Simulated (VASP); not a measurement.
# AlOs (Pm-3m) in VASP: a series of runs

AlOs is run at these levels: LDA; tasks: single point.

Program: VASP 6.6.1. These are calculated values, not measurements. Logs are shortened: lines on timing, memory, paths and dates and some standing lists are left out, and cuts for length are marked.

## (1) The cell of the first run

The structure is cubic, space group Pm-3m (No. 221). Conventional cell: a = 2.955 Å, b = 2.955 Å, c = 2.955 Å, α = 90.00°, β = 90.00°, γ = 90.00°. Within 3.4 Å of Al (site symmetry m-3m) lie 8 Os at 2.56 Å and 6 Al at 2.95 Å. Within 3.4 Å of Os (site symmetry m-3m) lie 8 Al at 2.56 Å and 6 Os at 2.95 Å.

## (2) Single point, LDA

INCAR reads:

```
PREC     = Accurate       # precision mode
ENCUT    = 600            # plane-wave cutoff, eV
EDIFF    = 1E-6           # SCF threshold, eV
ISMEAR   = 1              # smearing method
SIGMA    = 0.15           # smearing width, eV
LREAL    = F              # projectors in reciprocal space
LASPH    = T              # aspherical terms in the spheres
NELM     = 120            # most SCF steps
ALGO     = Normal         # electronic algorithm
ISIF     = 2              # what is computed and relaxed
LWAVE    = F              # write WAVECAR
LCHARG   = F              # write CHGCAR
GGA      = CA             # functional
NBANDS   = 12             # bands
GGA_COMPAT= F
```

KPOINTS reads:

```
Automatic mesh
0
Gamma
  10 10 10
```

POSCAR reads:

```
AlOs
1.0
    2.9548136161      0.0000000000      0.0000000000
    0.0000000000      2.9548136161      0.0000000000
    0.0000000000      0.0000000000      2.9548136161
Al Os
1 1
Direct
    0.0000000000      0.0000000000      0.0000000000
    0.5000000000      0.5000000000      0.5000000000
```

Potentials or basis: VASP PAW LDA potentials, release 64 (Al, Os).

Command:

```bash
$ cat potpaw_LDA.64/Al/POTCAR potpaw_LDA.64/Os/POTCAR > POTCAR
$ mpirun -np 1 vasp_std > vasp.out
```

OUTCAR:

```text
PREC = Accurate
   ENCUT = 600
   EDIFF = 1E-6
   ISMEAR = 1
   LREAL = F
   LASPH = T
   NELM = 120
   ISIF = 2
   GGA = CA

 ion  position               nearest neighbor table
   1  0.000  0.000  0.000-   2 2.56   2 2.56   2 2.56   2 2.56   2 2.56   2 2.56   2 2.56   2 2.56

   2  0.500  0.500  0.500-   1 2.56   1 2.56   1 2.56   1 2.56   1 2.56   1 2.56   1 2.56   1 2.56

  LATTYP: Found a simple cubic cell.
 ALAT       =     2.9548136161

  Lattice vectors:

 A1 = (   2.9548136161,   0.0000000000,   0.0000000000)
 A2 = (   0.0000000000,   2.9548136161,   0.0000000000)
 A3 = (   0.0000000000,   0.0000000000,   2.9548136161)

Analysis of symmetry for initial positions (statically):
=====================================================================
 Subroutine PRICEL returns:
 Original cell was already a primitive cell.

 Routine SETGRP: Setting up the symmetry group for a
 simple cubic supercell.

 Subroutine GETGRP returns: Found 48 space group operations
 (whereof 48 operations were pure point group operations)
 out of a pool of 48 trial point group operations.

The static configuration has the point symmetry O_h .

Analysis of symmetry for dynamics (positions and initial velocities):
=====================================================================
 Subroutine PRICEL returns:
 Original cell was already a primitive cell.

 Routine SETGRP: Setting up the symmetry group for a
 simple cubic supercell.

 Subroutine GETGRP returns: Found 48 space group operations
 (whereof 48 operations were pure point group operations)
 out of a pool of 48 trial point group operations.

The dynamic configuration has the point symmetry O_h .

 Subroutine INISYM returns: Found 48 space group operations
 (whereof 48 operations are pure point group operations),
 and found     1 'primitive' translations

----------------------------------------------------------------------------------------

                                     Primitive cell

  volume of cell :      25.7983

  direct lattice vectors                    reciprocal lattice vectors
     2.954813616  0.000000000  0.000000000     0.338430822  0.000000000  0.000000000
     0.000000000  2.954813616  0.000000000     0.000000000  0.338430822  0.000000000
     0.000000000  0.000000000  2.954813616     0.000000000  0.000000000  0.338430822

  length of vectors
     2.954813616  2.954813616  2.954813616     0.338430822  0.338430822  0.338430822

  position of ions in fractional coordinates (direct lattice)
     0.000000000  0.000000000  0.000000000
     0.500000000  0.500000000  0.500000000

  ion indices of the primitive-cell ions
   primitive index   ion index
                 1           1
                 2           2

----------------------------------------------------------------------------------------

 KPOINTS: Automatic mesh

Automatic generation of k-mesh.
 Grid dimensions read from file:
 generate k-points for:   10   10   10

 Generating k-lattice:

  Cartesian coordinates                     Fractional coordinates (reciprocal lattice)
     0.033843082  0.000000000  0.000000000     0.100000000  0.000000000  0.000000000
     0.000000000  0.033843082  0.000000000     0.000000000  0.100000000  0.000000000
     0.000000000  0.000000000  0.033843082     0.000000000  0.000000000  0.100000000

  Length of vectors
     0.033843082  0.033843082  0.033843082

  Shift w.r.t. Gamma in fractional coordinates (k-lattice)
     0.000000000  0.000000000  0.000000000

 Subroutine IBZKPT returns following result:
 ===========================================

 Found     56 irreducible k-points:

 Following reciprocal coordinates:
            Coordinates               Weight
  0.000000  0.000000  0.000000      1.000000
  0.100000  0.000000  0.000000      6.000000
  0.200000  0.000000  0.000000      6.000000
  0.300000  0.000000  0.000000      6.000000
  0.400000  0.000000  0.000000      6.000000
  0.500000  0.000000  0.000000      3.000000
[... 16 lines left out ...]
  0.200000  0.100000  0.100000     24.000000
  0.300000  0.100000  0.100000     24.000000
 [... further k-points ...]
   k-points           NKPTS =     56   k-points in BZ     NKDIM =     56   number of bands    NBANDS=     12
   number of dos      NEDOS =    301   number of ions     NIONS =      2
   total plane-waves  NPLWV =  13824
   dimension x,y,z NGX =    24 NGY =   24 NGZ =   24
   dimension x,y,z NGXF=    48 NGYF=   48 NGZF=   48
   ions per type =               1   1
   NGX,Y,Z   is equivalent  to a cutoff of  13.50, 13.50, 13.50 a.u.
   NGXF,Y,Z  is equivalent  to a cutoff of  27.01, 27.01, 27.01 a.u.
 SYSTEM =  unknown system
   PREC   = accura    normal or accurate (medium, high low for compatibility)
   ISTART =      0    job   : 0-new  1-cont  2-samecut
   ICHARG =      2    charge: 1-file 2-atom 10-const
   ISPIN  =      1    spin polarized calculation?
   LNONCOLLINEAR =      F non collinear calculations
   LSORBIT =      F    spin-orbit coupling
   LASPH  =      T    aspherical Exc in radial PAW
   ENCUT  =  600.0 eV  44.10 Ry    6.64 a.u.   5.90  5.90  5.90*2*pi/ulx,y,z
   NELM   =    120;   NELMIN=  2; NELMDL= -5     # of ELM steps
   EDIFF  = 0.1E-05   stopping-criterion for ELM
   LREAL  =      F    real-space projection
   EDIFFG = 0.1E-04   stopping-criterion for IOM
   NSW    =      0    number of steps for IOM
   IBRION =     -1    ionic relax: 0-MD 1-quasi-New 2-CG
   NFREE  =      0    steps in history (QN), initial steepest desc. (CG)
   ISIF   =      2    stress and relaxation
   ISYM   =      2    0-nonsym 1-usesym 2-fastsym
   POTIM  = 0.5000    time-step for ionic-motion
   TEBEG  =    0.0;   TEEND  =   0.0 temperature during run
   PSTRESS=    0.0 pullay stress
   NELECT =      11.0000    total number of electrons
   NUPDOWN=      -1.0000    fix difference up-down
   EMIN   =  10.00;   EMAX   =-10.00  energy-range for DOS
   EFERMI =   0.00;   METHOD = LEGACY
   ISMEAR =     1;   SIGMA  =   0.15  broadening in eV -4-tet -1-fermi 0-gaus
   EFERMI_NEDOS =   21; number of points for ismear=-14 and -15
   IALGO  =     38    algorithm
   IMIX   =      4    mixing-type and parameters
     AMIX     =   0.40;   BMIX     =  1.00
     AMIX_MAG =   1.60;   BMIX_MAG =  1.00
  volume/ion in A,a.u.               =      12.90        87.05
  Fermi-wavevector in a.u.,A,eV,Ry     =   1.232184  2.328490 20.657425  1.518278
  Thomas-Fermi vector in A             =   2.366964
   LORBIT       =      0    0 simple, 1 ext, 2 COOP (PROOUT), +10 PAW based schemes
   GGA     = CA    functional components
   LHFCALC =     F    Hartree Fock is set to
   AEXX    =    0.0000 exact exchange contribution
   IVDW    =     0    specifies the selected vdW correction
   LEPSILON=     F    determine dielectric tensor
   LRPA    =     F    only Hartree local field effects (RPA)
 non-spin polarized calculation
 Methfessel and Paxton  Order N= 1 SIGMA  =   0.15
  energy-cutoff  :      600.00
  volume of cell :       25.80
 maximum number of plane-waves:       912
 NGX is ok and might be reduce to    24
   NGX = 11   NGY = 11   NGZ = 11

 number of electron      11.0000001 magnetization

 Free energy of the ion-electron system (eV)
  ---------------------------------------------------
  ext. energy  EPLUGINS =         0.00000000
  ---------------------------------------------------
  free energy    TOTEN  =       -17.64903528 eV

  energy without entropy =      -17.64882688  energy(sigma->0) =      -17.64896581

 E-fermi :   9.4565     XC(G=0): -12.9966

 val. band max:        9.4260770530   @ k =   0.4000   0.4000   0.2000
 cond. band min:       9.4636219237   @ k =   0.5000   0.4000   0.2000
 fundamental gap:      0.0375448707
 Fermi energy:         9.4564908513

 k-point     1 :       0.0000    0.0000    0.0000
  band No.  band energies     occupation
      1      -1.7687      2.00000
      2       4.9637      2.00000
      3       4.9637      2.00000
      4       9.8572     -0.00104
      5       9.8572     -0.00104
      6       9.8572     -0.00104
      7      15.2236      0.00000
      8      15.2236      0.00000
      9      15.2236      0.00000
     10      21.2617      0.00000
     11      21.2617      0.00000
     12      23.3225      0.00000

 k-point     2 :       0.1000    0.0000    0.0000
  band No.  band energies     occupation
      1      -1.5558      2.00000
      2       5.0414      2.00000
      3       5.0522      2.00000
      4       9.5185      0.36257
      5       9.5185      0.36254
      6       9.8907     -0.00033
      7      14.3942      0.00000
      8      15.6971      0.00000
      9      15.6971      0.00000
     10      20.6076      0.00000
     11      21.7479      0.00000
     12      24.1214      0.00000

 k-point     3 :       0.2000    0.0000    0.0000
  band No.  band energies     occupation
      1      -0.9408      2.00000
      2       5.1869      2.00000
      3       5.2554      2.00000
      4       8.8034      2.00000
      5       8.8034      2.00000
      6       9.9800     -0.00001
      7      12.9723      0.00000
      8      16.8136      0.00000
      9      16.8136      0.00000
     10      19.2255      0.00000
     11      22.2273      0.00000
     12      26.4551      0.00000
[... 286 lines left out ...]
 k-point    23 :       0.2000    0.1000    0.1000
  band No.  band energies     occupation
      1      -0.5344      2.00000
      2       5.3877      2.00000
      3       5.4295      2.00000
      4       8.3742      2.00000
      5       8.5206      2.00000
      6       9.3524      1.91524
      7      13.7699      0.00000
      8      16.2309      0.00000
      9      16.2973      0.00000
     10      20.2578      0.00000
     11      22.7453      0.00000
     12      25.8235      0.00000

 k-point    24 :       0.3000    0.1000    0.1000
  band No.  band energies     occupation
      1       0.3907      2.00000
      2       5.1185      2.00000
      3       5.7212      2.00000
      4       7.7602      2.00000
      5       8.0032      2.00000
      6       9.4836      0.69954
      7      12.6413      0.00000
      8      17.2688      0.00000
      9      17.2849      0.00000
     10      19.3664      0.00000
     11      23.3869      0.00000
     12      24.3463      0.00000

 [... further k-points ...]
[... 5 lines left out ...]
  --------------------------------------------------------------------------------------
  -------------------------------------------------------------------------------------
  Total        0.9852218      0.9852218      0.9852218     -0.0000000      0.0000000     -0.0000000
  in kB       61.1863201     61.1863201     61.1863201     -0.0000000      0.0000000     -0.0000000
  external PRESSURE =      61.1863201 kB  Pullay stress =       0.0000000 kB

 VOLUME and BASIS-vectors are now :
 -----------------------------------------------------------------------------
  energy-cutoff  :      600.00
  volume of cell :       25.80
      direct lattice vectors                 reciprocal lattice vectors
     2.954813616  0.000000000  0.000000000     0.338430822  0.000000000  0.000000000
     0.000000000  2.954813616  0.000000000     0.000000000  0.338430822  0.000000000
     0.000000000  0.000000000  2.954813616     0.000000000  0.000000000  0.338430822

 POSITION                                       TOTAL-FORCE (eV/Angst)
 -----------------------------------------------------------------------------------
      0.00000      0.00000      0.00000         0.000000      0.000000      0.000000
      1.47741      1.47741      1.47741         0.000000      0.000000      0.000000
 -----------------------------------------------------------------------------------
    total drift:                                0.000000     -0.000000     -0.000000

  FREE ENERGIE OF THE ION-ELECTRON SYSTEM (eV)
  ---------------------------------------------------
  free  energy   TOTEN  =       -17.6490352759 eV

  energy  without entropy=      -17.6488268751  energy(sigma->0) =      -17.64896581
```

It took 14 s on 1 thread of Intel Xeon Platinum 8259CL at 2.50GHz (Skylake/Cascade Lake), shared host; peak memory 0.14 GiB.

Results:

| Item | Value |
| --- | --- |
| Free energy | -17.6490 eV |
| Pressure | 6.1 GPa |

Levels at points of the mesh, in eV from the Fermi level:
```tsv
k point	band 3	band 4	band 5	band 6	band 7	band 8	band 9	band 10
(0.00, 0.00, 0.00)	-4.49	0.40	0.40	0.40	5.77	5.77	5.77	11.81
(0.50, 0.00, 0.00)	-3.55	-1.98	-1.98	0.77	2.72	7.05	10.75	10.75
(0.50, 0.50, 0.00)	-1.88	-1.88	-1.43	-1.43	2.26	4.70	7.73	10.43
(0.50, 0.50, 0.50)	-5.53	2.36	2.40	2.40	3.65	3.65	3.65	9.18
```

Caveat: spin-orbit coupling is left out, which moves the levels of the heavy elements.

## (3) Single point, LDA

This run uses another cell than the first one, of 12.68 Å³/atom, 0.983 times its volume.

INCAR reads:

```
SYSTEM = AlOs
ALGO = Normal
EDIFF = 1E-6
ENCUT = 600
GGA = CA
GGA_COMPAT = .False.
ISIF = 2
ISMEAR = 1
LASPH = .True.
LCHARG = .False.
LREAL = .False.
LWAVE = .False.
NBANDS = 12
NELM = 120
PREC = Accurate
SIGMA = 0.15
```

KPOINTS reads:

```
k-points
0
Gamma
  10 10 10
  0 0 0
```

POSCAR reads:

```
AlOs
1.0
    2.9381773017      0.0000000000      0.0000000000
    0.0000000000      2.9381773017      0.0000000000
    0.0000000000      0.0000000000      2.9381773017
Al Os
1 1
Direct
    0.0000000000      0.0000000000      0.0000000000
    0.5000000000      0.5000000000      0.5000000000
```

Potentials or basis: VASP PAW LDA potentials, release 64 (Al, Os).

Command:

```bash
$ cat potpaw_LDA.64/Al/POTCAR potpaw_LDA.64/Os/POTCAR > POTCAR
$ mpirun -np 1 vasp_std > vasp.out
```

OUTCAR:

```text
SYSTEM = AlOs
   EDIFF = 1E-6
   ENCUT = 600
   GGA = CA
   ISIF = 2
   ISMEAR = 1
   LASPH = .True.
   LREAL = .False.
   NELM = 120
   PREC = Accurate

 ion  position               nearest neighbor table
   1  0.000  0.000  0.000-   2 2.54   2 2.54   2 2.54   2 2.54   2 2.54   2 2.54   2 2.54   2 2.54

   2  0.500  0.500  0.500-   1 2.54   1 2.54   1 2.54   1 2.54   1 2.54   1 2.54   1 2.54   1 2.54

  LATTYP: Found a simple cubic cell.
 ALAT       =     2.9381773017

  Lattice vectors:

 A1 = (   2.9381773017,   0.0000000000,   0.0000000000)
 A2 = (   0.0000000000,   2.9381773017,   0.0000000000)
 A3 = (   0.0000000000,   0.0000000000,   2.9381773017)

Analysis of symmetry for initial positions (statically):
=====================================================================
 Subroutine PRICEL returns:
 Original cell was already a primitive cell.

 Routine SETGRP: Setting up the symmetry group for a
 simple cubic supercell.

 Subroutine GETGRP returns: Found 48 space group operations
 (whereof 48 operations were pure point group operations)
 out of a pool of 48 trial point group operations.

The static configuration has the point symmetry O_h .

[... 165 lines left out ...]
 fundamental gap:      0.0401530018
 Fermi energy:         9.6846206661

 k-point     1 :       0.0000    0.0000    0.0000
  band No.  band energies     occupation
      1      -1.6703      2.00000
      2       5.0771      2.00000
      3       5.0771      2.00000
      4      10.0971     -0.00071
      5      10.0971     -0.00071
      6      10.0971     -0.00071
      7      15.5277      0.00000
      8      15.5277      0.00000
      9      15.5277      0.00000
     10      21.5880      0.00000
     11      21.5880      0.00000
     12      23.8684      0.00000
[... 331 lines left out ...]
 k-point    24 :       0.3000    0.1000    0.1000
  band No.  band energies     occupation
      1       0.5182      2.00000
      2       5.2693      2.00000
      3       5.8553      2.00000
      4       7.9470      2.00000
      5       8.1987      2.00000
      6       9.7120      0.69675
      7      12.9458      0.00000
      8      17.5819      0.00000
      9      17.6365      0.00000
     10      19.6413      0.00000
     11      23.7862      0.00000
     12      24.7430      0.00000

 [... further k-points ...]
[... 5 lines left out ...]
  --------------------------------------------------------------------------------------
  -------------------------------------------------------------------------------------
  Total        1.7839344      1.7839344      1.7839344      0.0000000      0.0000000     -0.0000000
  in kB      112.6822376    112.6822376    112.6822376      0.0000000      0.0000000     -0.0000000
  external PRESSURE =     112.6822376 kB  Pullay stress =       0.0000000 kB

 VOLUME and BASIS-vectors are now :
 -----------------------------------------------------------------------------
  energy-cutoff  :      600.00
  volume of cell :       25.36
      direct lattice vectors                 reciprocal lattice vectors
     2.938177302  0.000000000  0.000000000     0.340347058  0.000000000  0.000000000
     0.000000000  2.938177302  0.000000000     0.000000000  0.340347058  0.000000000
     0.000000000  0.000000000  2.938177302     0.000000000  0.000000000  0.340347058

 POSITION                                       TOTAL-FORCE (eV/Angst)
 -----------------------------------------------------------------------------------
      0.00000      0.00000      0.00000         0.000000      0.000000      0.000000
      1.46909      1.46909      1.46909         0.000000      0.000000      0.000000
 -----------------------------------------------------------------------------------
    total drift:                                0.000000     -0.000000     -0.000000

  FREE ENERGIE OF THE ION-ELECTRON SYSTEM (eV)
  ---------------------------------------------------
  free  energy   TOTEN  =       -17.6255207451 eV

  energy  without entropy=      -17.6253136679  energy(sigma->0) =      -17.62545172
```

It took 15 s on 1 thread of Intel Xeon Platinum 8259CL at 2.50GHz (Skylake/Cascade Lake), shared host; peak memory 0.14 GiB.

Results:

```
Free energy : -17.6255 eV
Pressure    : 11.3 GPa
```

Caveat: spin-orbit coupling is left out, which moves the levels of the heavy elements.
